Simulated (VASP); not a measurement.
# Al2Cu (I4/mcm) in VASP: single point with PBE

Aim: the single point of Al2Cu with PBE.

Everything below comes from runs of VASP 6.6.1. Logs are shortened: lines on timing, memory, paths and dates and some standing lists are left out, and cuts for length are marked.

## (1) The cell of the first run

The structure is tetragonal, space group I4/mcm (No. 140). Conventional cell: a = 6.058 Å, b = 6.058 Å, c = 4.877 Å, α = 90.00°, β = 90.00°, γ = 90.00°. Al (site symmetry m2m) has 4 Cu at 2.59 Å and 11 Al at 2.72 to 3.23 Å within 3.4 Å. Within 3.2 Å of Cu (site symmetry 422) lie 2 Cu at 2.44 Å and 8 Al at 2.59 Å.

## (2) Single point, PBE

File INCAR:

```
PREC = Accurate
ENCUT = 520
EDIFF = 1E-6
ISMEAR = 0
SIGMA = 0.3
LREAL = False
LASPH = True
NELM = 60
ALGO = Fast
ISIF = 2
LWAVE = False
LCHARG = False
GGA = PE
NBANDS = 26
```

File KPOINTS:

```
Automatic mesh
0
Gamma
  14 14 14
```

File POSCAR:

```
Al2Cu
1.0
   -3.0291196053      3.0291196053      2.4386521839
    3.0291196053     -3.0291196053      2.4386521839
    3.0291196053      3.0291196053     -2.4386521839
Al Cu
4 2
Direct
    0.6584547444      0.1584547444      0.8169094889
    0.1584547444      0.3415452556      0.5000000000
    0.3415452556      0.8415452556      0.1830905111
    0.8415452556      0.6584547444      0.5000000000
    0.2500000000      0.2500000000      0.0000000000
    0.7500000000      0.7500000000      0.0000000000
```

Potentials or basis: VASP PAW PBE potentials, release 64 (Al, Cu).

Run with:

```console
cat potpaw_PBE.64/Al/POTCAR potpaw_PBE.64/Cu/POTCAR > POTCAR
mpirun -np 1 vasp_std > vasp.out
```

OUTCAR:

```text
PREC = Accurate
   ENCUT = 520
   EDIFF = 1E-6
   ISMEAR = 0
   LREAL = False
   LASPH = True
   NELM = 60
   ISIF = 2
   GGA = PE

 ion  position               nearest neighbor table
   1  0.658  0.158  0.817-   5 2.59   6 2.59   5 2.59   6 2.59   3 2.72   3 2.90   3 2.90   2 3.10
                             4 3.10   4 3.10   2 3.10   2 3.23   4 3.23   4 3.23   2 3.23
   2  0.158  0.342  0.500-   6 2.59   5 2.59   5 2.59   6 2.59   4 2.72   4 2.90   4 2.90   1 3.10
                             3 3.10   1 3.10   3 3.10   1 3.23   3 3.23   3 3.23   1 3.23
   3  0.342  0.842  0.183-   5 2.59   6 2.59   5 2.59   6 2.59   1 2.72   1 2.90   1 2.90   4 3.10
                             2 3.10   2 3.10   4 3.10   4 3.23   2 3.23   4 3.23   2 3.23
   4  0.842  0.658  0.500-   5 2.59   6 2.59   6 2.59   5 2.59   2 2.72   2 2.90   2 2.90   1 3.10
                             3 3.10   1 3.10   3 3.10   1 3.23   3 3.23   1 3.23   3 3.23
   5  0.250  0.250  0.000-   6 2.44   6 2.44   1 2.59   3 2.59   1 2.59   3 2.59   2 2.59   4 2.59
                             4 2.59   2 2.59
   6  0.750  0.750  0.000-   5 2.44   5 2.44   1 2.59   3 2.59   1 2.59   3 2.59   4 2.59   4 2.59
                             2 2.59   2 2.59

  LATTYP: Found a body centered tetragonal cell.
 ALAT       =     6.0582392106
 C/A-ratio  =     0.8050696247

  Lattice vectors:

 A1 = (  -3.0291196053,   3.0291196053,   2.4386521839)
 A2 = (   3.0291196053,  -3.0291196053,   2.4386521839)
 A3 = (   3.0291196053,   3.0291196053,  -2.4386521839)

Analysis of symmetry for initial positions (statically):
=====================================================================
 Subroutine PRICEL returns:
 Original cell was already a primitive cell.

 Routine SETGRP: Setting up the symmetry group for a
 body centered tetragonal supercell.

 Subroutine GETGRP returns: Found 16 space group operations
 (whereof  8 operations were pure point group operations)
 out of a pool of 16 trial point group operations.

The static configuration has the point symmetry C_4h.
 The point group associated with its full space group is D_4h.

Analysis of symmetry for dynamics (positions and initial velocities):
=====================================================================
 Subroutine PRICEL returns:
 Original cell was already a primitive cell.

 Routine SETGRP: Setting up the symmetry group for a
 body centered tetragonal supercell.

 Subroutine GETGRP returns: Found 16 space group operations
 (whereof  8 operations were pure point group operations)
 out of a pool of 16 trial point group operations.

The dynamic configuration has the point symmetry C_4h.
 The point group associated with its full space group is D_4h.

 Subroutine INISYM returns: Found 16 space group operations
 (whereof  8 operations are pure point group operations),
 and found     1 'primitive' translations

----------------------------------------------------------------------------------------

                                     Primitive cell

  volume of cell :      89.5041

  direct lattice vectors                    reciprocal lattice vectors
    -3.029119605  3.029119605  2.438652184     0.000000000  0.165064463  0.205031289
     3.029119605 -3.029119605  2.438652184     0.165064463  0.000000000  0.205031289
     3.029119605  3.029119605 -2.438652184     0.165064463  0.165064463  0.000000000

  length of vectors
     4.929315940  4.929315940  4.929315940     0.263218742  0.263218742  0.233436402

  position of ions in fractional coordinates (direct lattice)
     0.658454744  0.158454744  0.816909489
     0.158454744  0.341545256  0.500000000
     0.341545256  0.841545256  0.183090511
     0.841545256  0.658454744  0.500000000
     0.250000000  0.250000000  0.000000000
     0.750000000  0.750000000  0.000000000

  ion indices of the primitive-cell ions
   primitive index   ion index
                 1           1
                 2           2
                 3           3
                 4           4
                 5           5
                 6           6

----------------------------------------------------------------------------------------

 KPOINTS: Automatic mesh

Automatic generation of k-mesh.
 Grid dimensions read from file:
 generate k-points for:   14   14   14

 Generating k-lattice:

  Cartesian coordinates                     Fractional coordinates (reciprocal lattice)
     0.000000000  0.011790319  0.014645092     0.071428571  0.000000000  0.000000000
     0.011790319  0.000000000  0.014645092     0.000000000  0.071428571  0.000000000
     0.011790319  0.011790319  0.000000000     0.000000000  0.000000000  0.071428571

  Length of vectors
     0.018801339  0.018801339  0.016674029

  Shift w.r.t. Gamma in fractional coordinates (k-lattice)
     0.000000000  0.000000000  0.000000000

 Subroutine IBZKPT returns following result:
 ===========================================

 Found    244 irreducible k-points:

 Following reciprocal coordinates:
            Coordinates               Weight
  0.000000  0.000000  0.000000      1.000000
  0.071429  0.000000  0.000000      8.000000
  0.142857  0.000000 -0.000000      8.000000
  0.214286  0.000000  0.000000      8.000000
  0.285714  0.000000  0.000000      8.000000
  0.357143  0.000000  0.000000      8.000000
[... 16 lines left out ...]
  0.214286  0.142857 -0.000000     16.000000
  0.285714  0.142857  0.000000     16.000000
 [... further k-points ...]
   k-points           NKPTS =    244   k-points in BZ     NKDIM =    244   number of bands    NBANDS=     26
   number of dos      NEDOS =    301   number of ions     NIONS =      6
   total plane-waves  NPLWV =  64000
   dimension x,y,z NGX =    40 NGY =   40 NGZ =   40
   dimension x,y,z NGXF=    80 NGYF=   80 NGZF=   80
   ions per type =               4   2
   NGX,Y,Z   is equivalent  to a cutoff of  13.49, 13.49, 13.49 a.u.
   NGXF,Y,Z  is equivalent  to a cutoff of  26.98, 26.98, 26.98 a.u.
 SYSTEM =  unknown system
   PREC   = accura    normal or accurate (medium, high low for compatibility)
   ISTART =      0    job   : 0-new  1-cont  2-samecut
   ICHARG =      2    charge: 1-file 2-atom 10-const
   ISPIN  =      1    spin polarized calculation?
   LNONCOLLINEAR =      F non collinear calculations
   LSORBIT =      F    spin-orbit coupling
   LASPH  =      T    aspherical Exc in radial PAW
   ENCUT  =  520.0 eV  38.22 Ry    6.18 a.u.   9.17  9.17  9.17*2*pi/ulx,y,z
   NELM   =     60;   NELMIN=  2; NELMDL= -5     # of ELM steps
   EDIFF  = 0.1E-05   stopping-criterion for ELM
   LREAL  =      F    real-space projection
   EDIFFG = 0.1E-04   stopping-criterion for IOM
   NSW    =      0    number of steps for IOM
   IBRION =     -1    ionic relax: 0-MD 1-quasi-New 2-CG
   NFREE  =      0    steps in history (QN), initial steepest desc. (CG)
   ISIF   =      2    stress and relaxation
   ISYM   =      2    0-nonsym 1-usesym 2-fastsym
   POTIM  = 0.5000    time-step for ionic-motion
   TEBEG  =    0.0;   TEEND  =   0.0 temperature during run
   PSTRESS=    0.0 pullay stress
   NELECT =      34.0000    total number of electrons
   NUPDOWN=      -1.0000    fix difference up-down
   EMIN   =  10.00;   EMAX   =-10.00  energy-range for DOS
   EFERMI =   0.00;   METHOD = LEGACY
   ISMEAR =     0;   SIGMA  =   0.30  broadening in eV -4-tet -1-fermi 0-gaus
   EFERMI_NEDOS =   21; number of points for ismear=-14 and -15
   IALGO  =     68    algorithm
   IMIX   =      4    mixing-type and parameters
     AMIX     =   0.40;   BMIX     =  1.00
     AMIX_MAG =   1.60;   BMIX_MAG =  1.00
  volume/ion in A,a.u.               =      14.92       100.67
  Fermi-wavevector in a.u.,A,eV,Ry     =   1.185642  2.240538 19.126348  1.405747
  Thomas-Fermi vector in A             =   2.321831
   LORBIT       =      0    0 simple, 1 ext, 2 COOP (PROOUT), +10 PAW based schemes
   GGA     = PE    functional components
   LHFCALC =     F    Hartree Fock is set to
   AEXX    =    0.0000 exact exchange contribution
   IVDW    =     0    specifies the selected vdW correction
   LEPSILON=     F    determine dielectric tensor
   LRPA    =     F    only Hartree local field effects (RPA)
 non-spin polarized calculation
 RMM-DIIS sequential band-by-band and
 Gauss-broadening in eV      SIGMA  =   0.30
  energy-cutoff  :      520.00
  volume of cell :       89.50
 maximum number of plane-waves:      2428
 NGX is ok and might be reduce to    40
   NGX = 19   NGY = 19   NGZ = 19

 number of electron      33.9999977 magnetization

 Free energy of the ion-electron system (eV)
  ---------------------------------------------------
  ext. energy  EPLUGINS =         0.00000000
  ---------------------------------------------------
  free energy    TOTEN  =       -23.42338012 eV

  energy without entropy =      -23.33279846  energy(sigma->0) =      -23.37808929

 E-fermi :   7.9570     XC(G=0): -10.8527

 val. band max:        7.9535011118   @ k =  -0.1429   0.0714   0.0000
 cond. band min:       7.9625471987   @ k =  -0.3571  -0.4286   0.0714
 fundamental gap:      0.0090460869
 Fermi energy:         7.9569986451

 k-point     1 :       0.0000    0.0000    0.0000
  band No.  band energies     occupation
      1      -2.7764      2.00000
      2       2.6652      2.00000
      3       2.8727      2.00000
      4       2.8727      2.00000
      5       2.9018      2.00000
      6       3.7810      2.00000
[... 18 lines left out ...]
     25      13.2160      0.00000
     26      13.8603      0.00000

 k-point     2 :       0.0714    0.0000    0.0000
  band No.  band energies     occupation
      1      -2.7231      2.00000
      2       2.6594      2.00000
      3       2.8615      2.00000
      4       2.8697      2.00000
      5       2.9132      2.00000
      6       3.7726      2.00000
[... 18 lines left out ...]
     25      13.2734      0.00000
[... 608 lines left out ...]
     25      14.2923      0.00000
     26      14.9732      0.00000

 k-point    24 :       0.2857    0.1429    0.0000
  band No.  band energies     occupation
      1      -1.2150      2.00000
      2       1.2233      2.00000
      3       2.1196      2.00000
      4       2.6123      2.00000
      5       3.3622      2.00000
      6       3.5244      2.00000
[... 18 lines left out ...]
     25      14.1462      0.00000
     26      15.1189      0.00000

 [... further k-points ...]

------------------------ aborting loop because EDIFF is reached ----------------------------------------

  FORCE on cell =-STRESS in cart. coord.  units (eV):
  Direction    XX          YY          ZZ          XY          YZ          ZX
  --------------------------------------------------------------------------------------
  -------------------------------------------------------------------------------------
  Total        0.0561213      0.0561213      0.0693220      0.0000000      0.0000000     -0.0000000
  in kB        1.0046060      1.0046060      1.2409054      0.0000000      0.0000000     -0.0000000
  external PRESSURE =       1.0833724 kB  Pullay stress =       0.0000000 kB

 VOLUME and BASIS-vectors are now :
 -----------------------------------------------------------------------------
  energy-cutoff  :      520.00
  volume of cell :       89.50
      direct lattice vectors                 reciprocal lattice vectors
    -3.029119605  3.029119605  2.438652184     0.000000000  0.165064463  0.205031289
     3.029119605 -3.029119605  2.438652184     0.165064463  0.000000000  0.205031289
     3.029119605  3.029119605 -2.438652184     0.165064463  0.165064463  0.000000000

 POSITION                                       TOTAL-FORCE (eV/Angst)
 -----------------------------------------------------------------------------------
      0.95996      3.98908     -0.00000        -0.002112     -0.002112      0.000000
      2.06916      0.95996      0.00000         0.002112     -0.002112     -0.000000
      2.06916     -0.95996      2.43865         0.002112      0.002112     -0.000000
      0.95996      2.06916      2.43865        -0.002112      0.002112     -0.000000
      0.00000      0.00000      1.21933         0.000000     -0.000000     -0.000000
      0.00000      0.00000      3.65798         0.000000     -0.000000     -0.000000
 -----------------------------------------------------------------------------------
    total drift:                               -0.000000     -0.000000      0.000000

  FREE ENERGIE OF THE ION-ELECTRON SYSTEM (eV)
  ---------------------------------------------------
  free  energy   TOTEN  =       -23.4233801213 eV

  energy  without entropy=      -23.3327984594  energy(sigma->0) =      -23.37808929
```

Run time: 11 min. Hardware: 1 thread of Intel Xeon Platinum 8488C (Sapphire Rapids), shared host; peak memory 0.59 GiB.

Results:

```
Free energy            : -23.4234 eV
Pressure               : 0.1 GPa
Band gap on the k mesh : zero (bands 17 and 18 overlap by 4.16 eV)
```

Forces on the atoms (eV/Å):
```
Al  -0.002 -0.002  0.000
Al   0.002 -0.002  0.000
Al   0.002  0.002  0.000
Al  -0.002  0.002  0.000
Cu   0.000  0.000  0.000
Cu   0.000  0.000  0.000
```

Caveat: so wide a smearing shifts energies and pressures.
